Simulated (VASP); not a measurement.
# C (Fd-3m) in VASP: single point with r2SCAN+rVV10

Aim: the single point of C with r2SCAN+rVV10.

Program: VASP 6.6.1. These are calculated values, not measurements. Logs are shortened: lines on timing, memory, paths and dates and some standing lists are left out, and cuts for length are marked.

## 1. The cell of the first run

Symmetry: Fd-3m, No. 227, cubic system. Conventional cell: a = 3.558 Å, b = 3.558 Å, c = 3.558 Å, α = 90.00°, β = 90.00°, γ = 90.00°. Within 2.1 Å of C (site symmetry -43m) lie 4 C at 1.54 Å.

## 2. Single point, r2SCAN+rVV10

Input file POSCAR:

```
C
1.0
    0.0000000000      1.7789379927      1.7789379927
    1.7789379927      0.0000000000      1.7789379927
    1.7789379927      1.7789379927      0.0000000000
C
2
Direct
    0.0000000000      0.0000000000      0.0000000000
    0.2500000000      0.2500000000      0.2500000000
```

Input file INCAR.step1:

```
SYSTEM = C
  ALGO = Normal
  EDIFF = 1E-5
  ENCUT = 1430
  GGA = PE
  GGA_COMPAT = .False.
  ISMEAR = 0
  LASPH = .True.
  LCHARG = .False.
  LREAL = .False.
  LWAVE = .True.
  NBANDS = 11
  NELM = 120
  PREC = Accurate
  SIGMA = 0.01
```

Input file INCAR.step2:

```
SYSTEM = C
  ALGO = Normal
  BPARAM = 11.95
  CPARAM = 0.0093
  EDIFF = 1E-6
  ENCUT = 1430
  GGA_COMPAT = .False.
  ISIF = 2
  ISMEAR = 0
  ISTART = 1
  IVDW_NL = 2
  LASPH = .True.
  LCHARG = .True.
  LELF = .True.
  LMIXTAU = .True.
  LREAL = .False.
  LUSE_VDW = .True.
  LVHAR = .True.
  LWAVE = .False.
  METAGGA = R2SCAN
  NBANDS = 11
  NELM = 120
  PREC = Accurate
  SIGMA = 0.01
```

Input file KPOINTS:

```
k-points
0
Gamma
  8 8 8
  0 0 0
```

Potentials or basis: VASP PAW PBE potentials, release 64 (C_h).

Run with:

```
> cat potpaw_PBE.64/C_h/POTCAR > POTCAR
> cp INCAR.step1 INCAR
> mpirun -np 1 vasp_std > vasp.out
> cp INCAR.step2 INCAR
> mpirun -np 1 vasp_std > vasp.out
```

OUTCAR:

```text
SYSTEM = C
   BPARAM = 11.95
   EDIFF = 1E-6
   ENCUT = 1430
   ISIF = 2
   ISMEAR = 0
   ISTART = 1
   IVDW_NL = 2
   LASPH = .True.
   LREAL = .False.
   METAGGA = R2SCAN
   NELM = 120
   PREC = Accurate

 ion  position               nearest neighbor table
   1  0.000  0.000  0.000-
   2  0.250  0.250  0.250-

  LATTYP: Found a face centered cubic cell.
 ALAT       =     3.5578759854

  Lattice vectors:

 A1 = (   0.0000000000,   1.7789379927,   1.7789379927)
 A2 = (   1.7789379927,   0.0000000000,   1.7789379927)
 A3 = (   1.7789379927,   1.7789379927,   0.0000000000)

Analysis of symmetry for initial positions (statically):
=====================================================================
 Subroutine PRICEL returns:
 Original cell was already a primitive cell.

 Routine SETGRP: Setting up the symmetry group for a
 face centered cubic supercell.

 Subroutine GETGRP returns: Found 48 space group operations
 (whereof 24 operations were pure point group operations)
 out of a pool of 48 trial point group operations.

The static configuration has the point symmetry T_d .
 The point group associated with its full space group is O_h .

Analysis of symmetry for dynamics (positions and initial velocities):
=====================================================================
 Subroutine PRICEL returns:
 Original cell was already a primitive cell.

 Routine SETGRP: Setting up the symmetry group for a
 face centered cubic supercell.

 Subroutine GETGRP returns: Found 48 space group operations
 (whereof 24 operations were pure point group operations)
 out of a pool of 48 trial point group operations.

The dynamic configuration has the point symmetry T_d .
 The point group associated with its full space group is O_h .

 Subroutine INISYM returns: Found 48 space group operations
 (whereof 24 operations are pure point group operations),
 and found     1 'primitive' translations

----------------------------------------------------------------------------------------

                                     Primitive cell

  volume of cell :      11.2593

  direct lattice vectors                    reciprocal lattice vectors
     0.000000000  1.778937993  1.778937993    -0.281066570  0.281066570  0.281066570
     1.778937993  0.000000000  1.778937993     0.281066570 -0.281066570  0.281066570
     1.778937993  1.778937993  0.000000000     0.281066570  0.281066570 -0.281066570

  length of vectors
     2.515798236  2.515798236  2.515798236     0.486821580  0.486821580  0.486821580

  position of ions in fractional coordinates (direct lattice)
     0.000000000  0.000000000  0.000000000
     0.250000000  0.250000000  0.250000000

  ion indices of the primitive-cell ions
   primitive index   ion index
                 1           1
                 2           2

----------------------------------------------------------------------------------------

 KPOINTS: k-points

Automatic generation of k-mesh.
 Grid dimensions read from file:
 generate k-points for:    8    8    8

 Generating k-lattice:

  Cartesian coordinates                     Fractional coordinates (reciprocal lattice)
    -0.035133321  0.035133321  0.035133321     0.125000000  0.000000000  0.000000000
     0.035133321 -0.035133321  0.035133321     0.000000000  0.125000000  0.000000000
     0.035133321  0.035133321 -0.035133321     0.000000000  0.000000000  0.125000000

  Length of vectors
     0.060852697  0.060852697  0.060852697

  Shift w.r.t. Gamma in fractional coordinates (k-lattice)
     0.000000000  0.000000000  0.000000000

 Subroutine IBZKPT returns following result:
 ===========================================

 Found     29 irreducible k-points:

 Following reciprocal coordinates:
            Coordinates               Weight
  0.000000  0.000000  0.000000      1.000000
  0.125000  0.000000  0.000000      8.000000
  0.250000  0.000000  0.000000      8.000000
  0.375000  0.000000  0.000000      8.000000
  0.500000  0.000000  0.000000      4.000000
  0.125000  0.125000  0.000000      6.000000
[... 16 lines left out ...]
  0.500000  0.250000  0.125000     48.000000
 -0.375000  0.250000  0.125000     24.000000
 [... further k-points ...]
   k-points           NKPTS =     29   k-points in BZ     NKDIM =     29   number of bands    NBANDS=     11
   number of dos      NEDOS =    301   number of ions     NIONS =      2
   total plane-waves  NPLWV =  32768
   dimension x,y,z NGX =    32 NGY =   32 NGZ =   32
   dimension x,y,z NGXF=    64 NGYF=   64 NGZF=   64
   ions per type =               2
   NGX,Y,Z   is equivalent  to a cutoff of  21.15, 21.15, 21.15 a.u.
   NGXF,Y,Z  is equivalent  to a cutoff of  42.29, 42.29, 42.29 a.u.
 SYSTEM =  C
   PREC   = accura    normal or accurate (medium, high low for compatibility)
   ISTART =      1    job   : 0-new  1-cont  2-samecut
   ICHARG =      0    charge: 1-file 2-atom 10-const
   ISPIN  =      1    spin polarized calculation?
   LNONCOLLINEAR =      F non collinear calculations
   LSORBIT =      F    spin-orbit coupling
   LASPH  =      T    aspherical Exc in radial PAW
   ENCUT  = 1430.0 eV 105.10 Ry   10.25 a.u.   7.76  7.76  7.76*2*pi/ulx,y,z
   NELM   =    120;   NELMIN=  2; NELMDL=  0     # of ELM steps
   EDIFF  = 0.1E-05   stopping-criterion for ELM
   LREAL  =      F    real-space projection
   EDIFFG = 0.1E-04   stopping-criterion for IOM
   NSW    =      0    number of steps for IOM
   IBRION =     -1    ionic relax: 0-MD 1-quasi-New 2-CG
   NFREE  =      0    steps in history (QN), initial steepest desc. (CG)
   ISIF   =      2    stress and relaxation
   ISYM   =      2    0-nonsym 1-usesym 2-fastsym
   POTIM  = 0.5000    time-step for ionic-motion
   TEBEG  =    0.0;   TEEND  =   0.0 temperature during run
   PSTRESS=    0.0 pullay stress
   NELECT =       8.0000    total number of electrons
   NUPDOWN=      -1.0000    fix difference up-down
   EMIN   =  10.00;   EMAX   =-10.00  energy-range for DOS
   EFERMI =   0.00;   METHOD = LEGACY
   ISMEAR =     0;   SIGMA  =   0.01  broadening in eV -4-tet -1-fermi 0-gaus
   EFERMI_NEDOS =   21; number of points for ismear=-14 and -15
   IALGO  =     38    algorithm
   IMIX   =      4    mixing-type and parameters
     AMIX     =   0.40;   BMIX     =  1.00
     AMIX_MAG =   1.60;   BMIX_MAG =  1.00
  volume/ion in A,a.u.               =       5.63        37.99
  Fermi-wavevector in a.u.,A,eV,Ry     =   1.460833  2.760575 29.035298  2.134034
  Thomas-Fermi vector in A             =   2.577236
   LORBIT       =      0    0 simple, 1 ext, 2 COOP (PROOUT), +10 PAW based schemes
   METAGGA = R2SCAN    functional components
   LHFCALC =     F    Hartree Fock is set to
   AEXX    =    0.0000 exact exchange contribution
   IVDW_NL    =     2    kernel type
   BPARAM     =11.9500
   IVDW    =     0    specifies the selected vdW correction
   LEPSILON=     F    determine dielectric tensor
   LRPA    =     F    only Hartree local field effects (RPA)
 non-spin polarized calculation
 Gauss-broadening in eV      SIGMA  =   0.01
  energy-cutoff  :     1430.00
  volume of cell :       11.26
 maximum number of plane-waves:      1411
   NGX = 15   NGY = 15   NGZ = 15

 number of electron       8.0000000 magnetization

 Free energy of the ion-electron system (eV)
  ---------------------------------------------------
  ext. energy  EPLUGINS =         0.00000000
  ---------------------------------------------------
  free energy    TOTEN  =       -19.62654667 eV

  energy without entropy =      -19.62654667  energy(sigma->0) =      -19.62654667

 E-fermi :  11.2053     XC(G=0): -14.3441

 val. band max:       11.0310583274   @ k =   0.0000   0.0000   0.0000
 cond. band min:      15.3729644988   @ k =   0.3750   0.3750   0.0000
 fundamental gap:      4.3419061714
 Fermi energy:        11.2053436040

 k-point     1 :       0.0000    0.0000    0.0000
  band No.  band energies     occupation
      1     -11.7586      2.00000
      2      11.0311      2.00000
      3      11.0311      2.00000
      4      11.0311      2.00000
      5      16.9241      0.00000
      6      16.9241      0.00000
      7      16.9241      0.00000
      8      25.0536      0.00000
      9      31.4492      0.00000
     10      38.4518      0.00000
     11      38.4518      0.00000

 k-point     2 :       0.1250    0.0000    0.0000
  band No.  band energies     occupation
      1     -11.3048      2.00000
      2       8.4392      2.00000
      3      10.3323      2.00000
      4      10.3323      2.00000
      5      17.8463      0.00000
      6      17.8463      0.00000
      7      18.3000      0.00000
      8      25.4930      0.00000
      9      32.1571      0.00000
     10      35.4322      0.00000
     11      35.4322      0.00000

 k-point     3 :       0.2500    0.0000    0.0000
  band No.  band energies     occupation
      1      -9.9583      2.00000
      2       3.9982      2.00000
      3       9.1656      2.00000
      4       9.1656      2.00000
      5      19.2767      0.00000
      6      19.2767      0.00000
      7      19.6023      0.00000
      8      26.6013      0.00000
      9      32.9684      0.00000
     10      34.3397      0.00000
     11      34.3397      0.00000
[... 267 lines left out ...]
 k-point    23 :       0.5000    0.2500    0.1250
  band No.  band energies     occupation
      1      -6.6565      2.00000
      2       0.5429      2.00000
      3       4.3414      2.00000
      4       6.6858      2.00000
      5      19.4542      0.00000
      6      21.2247      0.00000
      7      24.1531      0.00000
      8      25.2276      0.00000
      9      32.4411      0.00000
     10      34.6059      0.00000
     11      38.5786      0.00000

 k-point    24 :      -0.3750    0.2500    0.1250
  band No.  band energies     occupation
      1      -4.6884      2.00000
      2      -2.0591      2.00000
      3       4.2954      2.00000
      4       6.0497      2.00000
      5      19.8224      0.00000
      6      20.9860      0.00000
      7      24.8998      0.00000
      8      26.8899      0.00000
      9      30.3677      0.00000
     10      36.4740      0.00000
     11      38.7102      0.00000

 [... further k-points ...]

------------------------ aborting loop because EDIFF is reached ----------------------------------------

  FORCE on cell =-STRESS in cart. coord.  units (eV):
  Direction    XX          YY          ZZ          XY          YZ          ZX
  --------------------------------------------------------------------------------------
  -------------------------------------------------------------------------------------
  Total       -0.0510225     -0.0510225     -0.0510225      0.0000000      0.0000000     -0.0000000
  in kB       -7.2603946     -7.2603946     -7.2603946      0.0000000      0.0000000     -0.0000000
  external PRESSURE =      -7.2603946 kB  Pullay stress =       0.0000000 kB

 VOLUME and BASIS-vectors are now :
 -----------------------------------------------------------------------------
  energy-cutoff  :     1430.00
  volume of cell :       11.26
      direct lattice vectors                 reciprocal lattice vectors
     0.000000000  1.778937993  1.778937993    -0.281066570  0.281066570  0.281066570
     1.778937993  0.000000000  1.778937993     0.281066570 -0.281066570  0.281066570
     1.778937993  1.778937993  0.000000000     0.281066570  0.281066570 -0.281066570

 POSITION                                       TOTAL-FORCE (eV/Angst)
 -----------------------------------------------------------------------------------
      0.00000      0.00000      0.00000         0.000000      0.000000     -0.000000
      0.88947      0.88947      0.88947        -0.000000     -0.000000      0.000000
 -----------------------------------------------------------------------------------
    total drift:                               -0.000000      0.000000      0.000000

  FREE ENERGIE OF THE ION-ELECTRON SYSTEM (eV)
  ---------------------------------------------------
  free  energy   TOTEN  =       -19.6265466651 eV

  energy  without entropy=      -19.6265466651  energy(sigma->0) =      -19.62654667
```

It took 42 s on 1 thread of AMD EPYC 9R45 (Zen 5), shared host; peak memory 0.28 GiB.

Results:

| Quantity | Value |
| --- | --- |
| Free energy | -19.6265 eV |
| Pressure | -0.7 GPa |
| Band gap on the k mesh | 4.34 eV (least direct gap 5.89 eV) |

Caveat: the PAW data sets were made with another functional, which shifts forces and pressure a little. A k mesh can miss the band edges.
